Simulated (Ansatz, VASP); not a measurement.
# One calculation of CuO, two programs

```
Cu O
1.0
     2.87950    0.00000    0.00000
     0.03907    2.87928    0.00000
     0.01750    0.01724    5.17634
Cu O
2 2
Direct
  0.00000 0.50000 0.00000
  0.50000 0.00000 0.50000
  0.99842 0.00167 0.74989
  0.00158 0.99833 0.25011
```

Alike in both runs: task relaxation of cell and atoms; functional PBEsol; k mesh 9 × 9 × 5; occupations fermi-dirac, width 0.05 eV; no spin polarisation.

|  | VASP | Ansatz |
| --- | --- | --- |
| version | VASP 6.6.1 | Ansatz 0.2.0 |
| potentials or method | VASP PAW PBE potentials, release 64 (Cu, O) | Ansatz PAW |
| plane-wave cutoff (eV) | 600 | 420 |
| valence electrons in the cell | 34 | 50 |

VASP gave:

```
gap on the k mesh at the Fermi level, each at its own relaxed structure (eV) : none
relaxed volume (Å³/atom)                                                     : 10.70
relaxed cell length with the largest relative difference (Å)                 : 5.101
```

Problem. What did Ansatz give for the same quantities?

Solution. gap on the k mesh at the Fermi level, each at its own relaxed structure (eV): none; relaxed volume (Å³/atom): 10.67; relaxed cell length with the largest relative difference (Å): 5.090.

VASP's potentials were made for PBE, not for PBEsol. A gap of «none» marks a metal or a gap that the smearing closes. VASP's potentials hold 34 valence electrons a cell and Ansatz's 50, so a difference there can come from the potentials and not from the codes.

Noted on Ansatz's run: the plane-wave basis is chosen anew once the cell has moved, so the energies of steps on either side of that aren't comparable.
